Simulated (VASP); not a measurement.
# SnO (Cmme) in VASP: notebook

SnO is run at these levels: PBE; tasks: single point.

Program: VASP 6.6.1. These are calculated values, not measurements. Logs are shortened: lines on timing, memory, paths and dates and some standing lists are left out, and cuts for length are marked.

## Step 1: The cell of the first run

The structure is orthorhombic, space group Cmme (No. 67). Conventional cell: a = 5.323 Å, b = 5.431 Å, c = 4.836 Å, α = 90.00°, β = 90.00°, γ = 90.00°. Within 2.9 Å of Sn (site symmetry mm2) lie 4 O at 2.22 Å. Within 2.9 Å of O (site symmetry 222) lie 4 Sn at 2.22 Å and 4 O at 2.66 to 2.72 Å.

## Step 2: Single point, PBE (strain -0.0200 x Voigt [0, 0, 0, 0, 0, 1])

INCAR

```
PREC = Accurate
ENCUT = 520
EDIFF = 1E-7
ISMEAR = 0
SIGMA = 0.15
LREAL = F
LASPH = T
NELM = 80
ALGO = Normal
ISIF = 2
LWAVE = F
LCHARG = F
GGA = PE
NBANDS = 28
```

KPOINTS

```
Automatic mesh
0
Gamma
  12 12 10
```

POSCAR

```
SnO
1.0
    3.8020000000     -0.0380200000      0.0000000000
   -0.0380200000      3.8020000000      0.0000000000
    0.0000000000      0.0000000000      4.8360000000
Sn O
2 2
Direct
    0.0000000000      0.5000000000      0.2385000000
    0.5000000000      0.0000000000      0.7615000000
    0.0000000000      0.0000000000      0.0000000000
    0.5000000000      0.5000000000      0.0000000000
```

Potentials or basis: VASP PAW PBE potentials, release 64 (Sn_d, O).

Launch:

```
$ cat potpaw_PBE.64/Sn_d/POTCAR potpaw_PBE.64/O/POTCAR > POTCAR
$ mpirun -np 1 vasp_std > vasp.out
```

OUTCAR:

```text
PREC = Accurate
   ENCUT = 520
   EDIFF = 1E-7
   ISMEAR = 0
   LREAL = F
   LASPH = T
   NELM = 80
   ISIF = 2
   GGA = PE

 ion  position               nearest neighbor table
   1  0.000  0.500  0.239-   3 2.22   4 2.22   3 2.22   4 2.22   2 3.52   2 3.52   2 3.56   2 3.56
                             2 3.67   2 3.67   2 3.71   2 3.71
   2  0.500  0.000  0.761-   3 2.22   4 2.22   4 2.22   3 2.22   1 3.52   1 3.52   1 3.56   1 3.56
                             1 3.67   1 3.67   1 3.71   1 3.71
   3  0.000  0.000  0.000-   1 2.22   2 2.22   1 2.22   2 2.22
   4  0.500  0.500  0.000-   1 2.22   2 2.22   2 2.22   1 2.22

  LATTYP: Found a base centered orthorhombic cell.
 ALAT       =     5.3230715645
 B/A-ratio  =     1.0202020202
 C/A-ratio  =     0.9084980244

  Lattice vectors:

 A1 = (   3.8020000000,  -0.0380200000,   0.0000000000)
 A2 = (  -0.0380200000,   3.8020000000,   0.0000000000)
 A3 = (   0.0000000000,   0.0000000000,   4.8360000000)

Analysis of symmetry for initial positions (statically):
=====================================================================
 Subroutine PRICEL returns:
 Original cell was already a primitive cell.

 Routine SETGRP: Setting up the symmetry group for a
 base centered orthorhombic supercell.

 Subroutine GETGRP returns: Found  8 space group operations
 (whereof  4 operations were pure point group operations)
 out of a pool of  8 trial point group operations.

The static configuration has the point symmetry D_2 .
 The point group associated with its full space group is D_2h.

Analysis of symmetry for dynamics (positions and initial velocities):
=====================================================================
 Subroutine PRICEL returns:
 Original cell was already a primitive cell.

 Routine SETGRP: Setting up the symmetry group for a
 base centered orthorhombic supercell.

 Subroutine GETGRP returns: Found  8 space group operations
 (whereof  4 operations were pure point group operations)
 out of a pool of  8 trial point group operations.

The dynamic configuration has the point symmetry D_2 .
 The point group associated with its full space group is D_2h.

 Subroutine INISYM returns: Found  8 space group operations
 (whereof  4 operations are pure point group operations),
 and found     1 'primitive' translations

----------------------------------------------------------------------------------------

                                     Primitive cell

  volume of cell :      69.8984

  direct lattice vectors                    reciprocal lattice vectors
     3.802000000 -0.038020000  0.000000000     0.263045768  0.002630458  0.000000000
    -0.038020000  3.802000000  0.000000000     0.002630458  0.263045768  0.000000000
     0.000000000  0.000000000  4.836000000     0.000000000  0.000000000  0.206782465

  length of vectors
     3.802190095  3.802190095  4.836000000     0.263058920  0.263058920  0.206782465

  position of ions in fractional coordinates (direct lattice)
     0.000000000  0.500000000  0.238500000
     0.500000000  0.000000000  0.761500000
     0.000000000  0.000000000  0.000000000
     0.500000000  0.500000000  0.000000000

  ion indices of the primitive-cell ions
   primitive index   ion index
                 1           1
                 2           2
                 3           3
                 4           4

----------------------------------------------------------------------------------------

 KPOINTS: Automatic mesh

Automatic generation of k-mesh.
 Grid dimensions read from file:
 generate k-points for:   12   12   10

 Generating k-lattice:

  Cartesian coordinates                     Fractional coordinates (reciprocal lattice)
     0.021920481  0.000219205  0.000000000     0.083333333  0.000000000  0.000000000
     0.000219205  0.021920481  0.000000000     0.000000000  0.083333333  0.000000000
     0.000000000  0.000000000  0.020678246     0.000000000  0.000000000  0.100000000

  Length of vectors
     0.021921577  0.021921577  0.020678246

  Shift w.r.t. Gamma in fractional coordinates (k-lattice)
     0.000000000  0.000000000  0.000000000

 Subroutine IBZKPT returns following result:
 ===========================================

 Found    258 irreducible k-points:

 Following reciprocal coordinates:
            Coordinates               Weight
  0.000000  0.000000  0.000000      1.000000
  0.083333 -0.000000  0.000000      4.000000
  0.166667 -0.000000  0.000000      4.000000
  0.250000 -0.000000  0.000000      4.000000
  0.333333 -0.000000  0.000000      4.000000
  0.416667 -0.000000  0.000000      4.000000
[... 16 lines left out ...]
  0.500000  0.166667  0.000000      4.000000
 -0.416667  0.166667  0.000000      4.000000
 [... further k-points ...]
   k-points           NKPTS =    258   k-points in BZ     NKDIM =    258   number of bands    NBANDS=     28
   number of dos      NEDOS =    301   number of ions     NIONS =      4
   total plane-waves  NPLWV =  28224
   dimension x,y,z NGX =    28 NGY =   28 NGZ =   36
   dimension x,y,z NGXF=    56 NGYF=   56 NGZF=   72
   ions per type =               2   2
   NGX,Y,Z   is equivalent  to a cutoff of  12.24, 12.24, 12.38 a.u.
   NGXF,Y,Z  is equivalent  to a cutoff of  24.49, 24.49, 24.75 a.u.
 SYSTEM =  unknown system
   PREC   = accura    normal or accurate (medium, high low for compatibility)
   ISTART =      0    job   : 0-new  1-cont  2-samecut
   ICHARG =      2    charge: 1-file 2-atom 10-const
   ISPIN  =      1    spin polarized calculation?
   LNONCOLLINEAR =      F non collinear calculations
   LSORBIT =      F    spin-orbit coupling
   LASPH  =      T    aspherical Exc in radial PAW
   ENCUT  =  520.0 eV  38.22 Ry    6.18 a.u.   7.07  7.07  8.99*2*pi/ulx,y,z
   NELM   =     80;   NELMIN=  2; NELMDL= -5     # of ELM steps
   EDIFF  = 0.1E-06   stopping-criterion for ELM
   LREAL  =      F    real-space projection
   EDIFFG = 0.1E-05   stopping-criterion for IOM
   NSW    =      0    number of steps for IOM
   IBRION =     -1    ionic relax: 0-MD 1-quasi-New 2-CG
   NFREE  =      0    steps in history (QN), initial steepest desc. (CG)
   ISIF   =      2    stress and relaxation
   ISYM   =      2    0-nonsym 1-usesym 2-fastsym
   POTIM  = 0.5000    time-step for ionic-motion
   TEBEG  =    0.0;   TEEND  =   0.0 temperature during run
   PSTRESS=    0.0 pullay stress
   NELECT =      40.0000    total number of electrons
   NUPDOWN=      -1.0000    fix difference up-down
   EMIN   =  10.00;   EMAX   =-10.00  energy-range for DOS
   EFERMI =   0.00;   METHOD = LEGACY
   ISMEAR =     0;   SIGMA  =   0.15  broadening in eV -4-tet -1-fermi 0-gaus
   EFERMI_NEDOS =   21; number of points for ismear=-14 and -15
   IALGO  =     38    algorithm
   IMIX   =      4    mixing-type and parameters
     AMIX     =   0.40;   BMIX     =  1.00
     AMIX_MAG =   1.60;   BMIX_MAG =  1.00
  volume/ion in A,a.u.               =      17.47       117.92
  Fermi-wavevector in a.u.,A,eV,Ry     =   1.359166  2.568451 25.134477  1.847332
  Thomas-Fermi vector in A             =   2.485937
   LORBIT       =      0    0 simple, 1 ext, 2 COOP (PROOUT), +10 PAW based schemes
   GGA     = PE    functional components
   LHFCALC =     F    Hartree Fock is set to
   AEXX    =    0.0000 exact exchange contribution
   IVDW    =     0    specifies the selected vdW correction
   LEPSILON=     F    determine dielectric tensor
   LRPA    =     F    only Hartree local field effects (RPA)
 non-spin polarized calculation
 Gauss-broadening in eV      SIGMA  =   0.15
  energy-cutoff  :      520.00
  volume of cell :       69.90
 maximum number of plane-waves:      1904
   NGX = 15   NGY = 15   NGZ = 17

 number of electron      39.9999994 magnetization

 Free energy of the ion-electron system (eV)
  ---------------------------------------------------
  ext. energy  EPLUGINS =         0.00000000
  ---------------------------------------------------
  free energy    TOTEN  =       -22.66255579 eV

  energy without entropy =      -22.66149489  energy(sigma->0) =      -22.66202534

 E-fermi :   7.3412     XC(G=0): -10.2690

 val. band max:        7.2879618571   @ k =   0.5000   0.5000   0.0000
 cond. band min:       7.3963105310   @ k =   0.5000   0.5000   0.1000
 fundamental gap:      0.1083486739
 Fermi energy:         7.3411746927

 k-point     1 :       0.0000    0.0000    0.0000
  band No.  band energies     occupation
      1     -14.8256      2.00000
      2     -14.3930      2.00000
      3     -14.3837      2.00000
      4     -14.3775      2.00000
      5     -14.3412      2.00000
      6     -14.3325      2.00000
[... 20 lines left out ...]
     27      13.9448      0.00000
     28      14.3587      0.00000

 k-point     2 :       0.0833   -0.0000    0.0000
  band No.  band energies     occupation
      1     -14.8218      2.00000
      2     -14.3912      2.00000
      3     -14.3823      2.00000
      4     -14.3762      2.00000
      5     -14.3420      2.00000
      6     -14.3299      2.00000
[... 20 lines left out ...]
     27      14.0814      0.00000
     28      14.9517      0.00000

 k-point     3 :       0.1667   -0.0000    0.0000
  band No.  band energies     occupation
      1     -14.8107      2.00000
      2     -14.4024      2.00000
      3     -14.3861      2.00000
      4     -14.3725      2.00000
      5     -14.3522      2.00000
      6     -14.3423      2.00000
[... 20 lines left out ...]
     27      14.2294      0.00000
     28      16.2368      0.00000

 k-point     4 :       0.2500   -0.0000    0.0000
  band No.  band energies     occupation
      1     -14.7932      2.00000
      2     -14.4806      2.00000
      3     -14.3780      2.00000
      4     -14.3665      2.00000
      5     -14.3504      2.00000
      6     -14.3450      2.00000
[... 578 lines left out ...]
     27      15.2474      0.00000
     28      15.7716      0.00000

 k-point    23 :       0.5000    0.1667    0.0000
  band No.  band energies     occupation
      1     -14.7141      2.00000
      2     -14.7078      2.00000
      3     -14.3602      2.00000
      4     -14.3543      2.00000
      5     -14.3461      2.00000
      6     -14.3437      2.00000
[... 20 lines left out ...]
     27      15.3227      0.00000
     28      15.5247      0.00000

 k-point    24 :      -0.4167    0.1667    0.0000
  band No.  band energies     occupation
      1     -14.7429      2.00000
      2     -14.6668      2.00000
      3     -14.3695      2.00000
      4     -14.3510      2.00000
      5     -14.3454      2.00000
      6     -14.3433      2.00000
[... 20 lines left out ...]
     27      15.3262      0.00000
     28      15.5195      0.00000

 [... further k-points ...]

------------------------ aborting loop because EDIFF is reached ----------------------------------------

  FORCE on cell =-STRESS in cart. coord.  units (eV):
  Direction    XX          YY          ZZ          XY          YZ          ZX
  --------------------------------------------------------------------------------------
  -------------------------------------------------------------------------------------
  Total        2.1182953      2.1182953      1.5912560      0.7266356      0.0000000      0.0000000
  in kB       48.5545582     48.5545582     36.4740142     16.6555955      0.0000000      0.0000000
  external PRESSURE =      44.5277102 kB  Pullay stress =       0.0000000 kB

 VOLUME and BASIS-vectors are now :
 -----------------------------------------------------------------------------
  energy-cutoff  :      520.00
  volume of cell :       69.90
      direct lattice vectors                 reciprocal lattice vectors
     3.802000000 -0.038020000  0.000000000     0.263045768  0.002630458  0.000000000
    -0.038020000  3.802000000  0.000000000     0.002630458  0.263045768  0.000000000
     0.000000000  0.000000000  4.836000000     0.000000000  0.000000000  0.206782465

 POSITION                                       TOTAL-FORCE (eV/Angst)
 -----------------------------------------------------------------------------------
     -0.01901      1.90100      1.15339        -0.000000      0.000000      0.438603
      1.90100     -0.01901      3.68261        -0.000000      0.000000     -0.438603
      0.00000      0.00000      0.00000        -0.000000      0.000000     -0.000000
      1.88199      1.88199      0.00000         0.000000      0.000000     -0.000000
 -----------------------------------------------------------------------------------
    total drift:                                0.000000      0.000000      0.000000

  FREE ENERGIE OF THE ION-ELECTRON SYSTEM (eV)
  ---------------------------------------------------
  free  energy   TOTEN  =       -22.6625557856 eV

  energy  without entropy=      -22.6614948909  energy(sigma->0) =      -22.66202534
```

Run time: 5.2 min. Hardware: 1 thread of Intel Xeon 6975P-C, shared host; peak memory 0.49 GiB.

What came out:

```
Free energy   : -22.6626 eV
Pressure      : 4.5 GPa
Largest force : 0.439 eV/Å
```

Forces on the atoms (eV/Å):
```
Sn   0.000  0.000  0.439
Sn   0.000  0.000 -0.439
O    0.000  0.000  0.000
O    0.000  0.000  0.000
```

Levels at points of the mesh, in eV from the Fermi level:
```csv
k point,band 16,band 17,band 18,band 19,band 20,band 21,band 22,band 23,band 24,band 25
"(0.00, 0.00, 0.00)",-6.41,-3.63,-3.45,-3.18,-0.10,1.99,4.27,4.47,4.61,5.57
"(0.50, 0.00, 0.00)",-5.17,-4.99,-4.99,-2.87,-2.87,3.07,3.07,5.76,5.76,5.91
"(0.50, 0.50, 0.00)",-5.25,-2.75,-2.56,-2.09,-1.98,-0.10,-0.05,4.26,4.42,7.13
"(0.00, 0.00, 0.50)",-3.70,-3.47,-3.24,-3.20,-2.39,1.59,2.75,2.89,3.56,7.80
"(0.50, 0.00, 0.50)",-5.63,-4.96,-4.96,-1.89,-1.89,2.46,2.46,5.29,5.29,6.58
"(0.50, 0.50, 0.50)",-5.71,-2.95,-2.75,-2.70,-2.57,2.17,2.21,3.89,3.97,5.45
```

Caveat: the cell differs from its parent crystal (strain -0.0200 x Voigt [0, 0, 0, 0, 0, 1]); spin-orbit coupling is left out, which moves the levels of the heavy elements.

## Step 3: Single point, PBE (strain +0.0150 x Voigt [0, 0, 0, 0, 0, 1])

INCAR

```
SYSTEM = SnO
  PREC = Accurate
  ENCUT = 520
  EDIFF = 1E-6
  ISMEAR = 0
  SIGMA = 0.15
  LREAL = .FALSE.
  LASPH = .TRUE.
  NELM = 60
  ALGO = Normal
  ISIF = 2
  LWAVE = .FALSE.
  LCHARG = .FALSE.
  GGA = PE
  NBANDS = 28
```

KPOINTS

```
regular mesh
0
G
  12 12 10
  0 0 0
```

POSCAR, as its differences from that of step 2:

```diff
@@ -2,4 +2,4 @@
 1.0
-    3.8020000000     -0.0380200000      0.0000000000
-   -0.0380200000      3.8020000000      0.0000000000
+    3.8020000000      0.0285150000      0.0000000000
+    0.0285150000      3.8020000000      0.0000000000
     0.0000000000      0.0000000000      4.8360000000
```

Potentials or basis: VASP PAW PBE potentials, release 64 (Sn_d, O).

Launch:

```
$ cat potpaw_PBE.64/Sn_d/POTCAR potpaw_PBE.64/O/POTCAR > POTCAR
$ mpirun -np 1 vasp_std > vasp.out
```

OUTCAR:

```text
SYSTEM = SnO
   PREC = Accurate
   ENCUT = 520
   EDIFF = 1E-6
   ISMEAR = 0
   LREAL = .FALSE.
   LASPH = .TRUE.
   NELM = 60
   ISIF = 2
   GGA = PE

 ion  position               nearest neighbor table
   1  0.000  0.500  0.239-   3 2.22   4 2.22   3 2.22   4 2.22   2 3.53   2 3.53   2 3.56   2 3.56
                             2 3.68   2 3.68   2 3.71   2 3.71
   2  0.500  0.000  0.761-   3 2.22   4 2.22   4 2.22   3 2.22   1 3.53   1 3.53   1 3.56   1 3.56
                             1 3.68   1 3.68   1 3.71   1 3.71
   3  0.000  0.000  0.000-   1 2.22   2 2.22   1 2.22   2 2.22
   4  0.500  0.500  0.000-   1 2.22   2 2.22   2 2.22   1 2.22

[... 949 lines left out ...]
  -------------------------------------------------------------------------------------
  Total        2.1110807      2.1110807      1.5849345     -0.5448965      0.0000000      0.0000000
  in kB       48.3870715     48.3870715     36.3275255    -12.4893125      0.0000000      0.0000000
  external PRESSURE =      44.3672228 kB  Pullay stress =       0.0000000 kB

 VOLUME and BASIS-vectors are now :
 -----------------------------------------------------------------------------
  energy-cutoff  :      520.00
  volume of cell :       69.90
      direct lattice vectors                 reciprocal lattice vectors
     3.802000000  0.028515000  0.000000000     0.263034259 -0.001972757  0.000000000
     0.028515000  3.802000000  0.000000000    -0.001972757  0.263034259  0.000000000
     0.000000000  0.000000000  4.836000000     0.000000000  0.000000000  0.206782465

 POSITION                                       TOTAL-FORCE (eV/Angst)
 -----------------------------------------------------------------------------------
      0.01426      1.90100      1.15339        -0.000000      0.000000      0.438119
      1.90100      0.01426      3.68261        -0.000000      0.000000     -0.438119
      0.00000      0.00000      0.00000         0.000000      0.000000      0.000000
      1.91526      1.91526      0.00000         0.000000      0.000000      0.000000
 -----------------------------------------------------------------------------------
    total drift:                                0.000000      0.000000      0.000000

  FREE ENERGIE OF THE ION-ELECTRON SYSTEM (eV)
  ---------------------------------------------------
  free  energy   TOTEN  =       -22.6658288290 eV

  energy  without entropy=      -22.6647725263  energy(sigma->0) =      -22.66530068
```

OSZICAR:

```text
N       E                     dE             d eps       ncg     rms          rms(c)
DAV:   1     0.416524842690E+03    0.41652E+03   -0.19934E+04 14980   0.219E+03
DAV:   2     0.371505219308E+02   -0.37937E+03   -0.36448E+03 14892   0.542E+02
DAV:   3    -0.234187009073E+02   -0.60569E+02   -0.59344E+02 16532   0.181E+02
DAV:   4    -0.262912058336E+02   -0.28725E+01   -0.28578E+01 16324   0.420E+01
DAV:   5    -0.263603297267E+02   -0.69124E-01   -0.69116E-01 15832   0.706E+00    0.117E+01
DAV:   6    -0.226862786048E+02    0.36741E+01   -0.16581E+01 23380   0.447E+01    0.492E+00
DAV:   7    -0.226845442937E+02    0.17343E-02   -0.20143E+00 17336   0.858E+00    0.248E+00
DAV:   8    -0.226725768078E+02    0.11967E-01   -0.28139E-01 19120   0.365E+00    0.811E-01
DAV:   9    -0.226648849242E+02    0.76919E-02   -0.47198E-02 22924   0.229E+00    0.234E-01
DAV:  10    -0.226661189583E+02   -0.12340E-02   -0.71093E-03 19528   0.766E-01    0.136E-01
DAV:  11    -0.226658012960E+02    0.31766E-03   -0.18269E-03 21900   0.405E-01    0.208E-02
DAV:  12    -0.226658385901E+02   -0.37294E-04   -0.27598E-04 15044   0.931E-02    0.343E-02
DAV:  13    -0.226658290055E+02    0.95846E-05   -0.37067E-05 19340   0.578E-02    0.454E-03
DAV:  14    -0.226658288290E+02    0.17651E-06   -0.52576E-06 17488   0.134E-02
   1 F= -.22665829E+02 E0= -.22665301E+02  d E =-.105630E-02
```

stdout:

```text
POSCAR found type information on POSCAR SnO
 POSCAR found :  2 types and       4 ions
 scaLAPACK will be used
 LDA part: xc-table for (Slater+PW92), standard interpolation
 POSCAR, INCAR and KPOINTS ok, starting setup
 FFT: planning ... GRIDC
 FFT: planning ... GRID_SOFT
 FFT: planning ... GRID
 WAVECAR not read
 entering main loop
```

Wall time 5.4 min (1 thread of Intel Xeon 6975P-C, shared host); peak memory 0.49 GiB.

Results:

```yaml
Free_energy: -22.6658 eV
Pressure: 4.4 GPa
Largest_force: 0.438 eV/Å
```

Forces on the atoms (eV/Å):
```
Sn   0.000  0.000  0.438
Sn   0.000  0.000 -0.438
O    0.000  0.000  0.000
O    0.000  0.000  0.000
```

Stress tensor (GPa, compression positive):
```
 4.84 -1.25  0.00
-1.25  4.84  0.00
 0.00  0.00  3.63
```

Levels at points of the mesh, in eV from the Fermi level:
```csv
k point,band 17,band 18,band 19,band 20,band 21,band 22,band 23,band 24
"(0.00, 0.00, 0.00)",-3.64,-3.42,-3.22,-0.10,1.99,4.27,4.49,4.59
"(0.50, 0.00, 0.00)",-5.00,-5.00,-2.87,-2.87,3.07,3.07,5.77,5.77
"(0.50, 0.50, 0.00)",-2.73,-2.59,-2.07,-1.99,-0.09,-0.06,4.27,4.39
"(0.00, 0.00, 0.50)",-3.44,-3.24,-3.24,-2.38,1.59,2.77,2.87,3.56
"(0.50, 0.00, 0.50)",-4.96,-4.96,-1.89,-1.89,2.46,2.46,5.29,5.29
"(0.50, 0.50, 0.50)",-2.92,-2.73,-2.73,-2.59,2.18,2.21,3.90,3.96
```

Caveat: the cell differs from its parent crystal (strain +0.0150 x Voigt [0, 0, 0, 0, 0, 1]); spin-orbit coupling is left out, which moves the levels of the heavy elements.

(Continued in part 2 of 2.)
